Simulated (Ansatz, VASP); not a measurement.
**WS2: VASP beside Ansatz**

```
W S
1.0
     3.18145    0.00000    0.00000
    -1.59073    2.75522    0.00000
     0.00000    0.00000   29.55708
W S
3 6
Direct
  0.66667 0.33333 0.50000
  0.33333 0.66667 0.72100
  0.33333 0.66667 0.27900
  0.66667 0.33333 0.77375
  0.66667 0.33333 0.33177
  0.33333 0.66667 0.55276
  0.66667 0.33333 0.66823
  0.66667 0.33333 0.22625
  0.33333 0.66667 0.44724
```

Change from the starting cell: strain along c alone, the other axes held, atoms relaxed: +3.0 %.

Alike in both runs: functional r2SCAN; k mesh 12 × 12 × 1; occupations gaussian, width 0.02 eV; no spin polarisation.

Ansatz relaxed the structure, and its values are those at the end. VASP's run is a single point on that final structure, the one shown.

|  | VASP | Ansatz |
| --- | --- | --- |
| version | VASP 6.6.1 | Ansatz 0.2.0 |
| potentials or method | VASP PAW PBE potentials, release 64 (W_sv, S), cutoff 520 eV | scalar-relativistic, plane waves, PAW |
| valence electrons in the cell | 78 | 78 |

Ansatz gave:

```
gap on the k mesh at the Fermi level (eV) : 1.48
least direct gap on the mesh (eV)         : 1.89
rms of the force components (eV/Å)        : 0.000
```

Q: Which values does VASP return?

A: gap on the k mesh at the Fermi level (eV): 1.50; least direct gap on the mesh (eV): 1.89; rms of the force components (eV/Å): 0.010.

VASP's potentials were made for PBE, not for r2SCAN. Ansatz's warnings: stress scf threshold loose.

Neither program's run includes spin-orbit coupling.
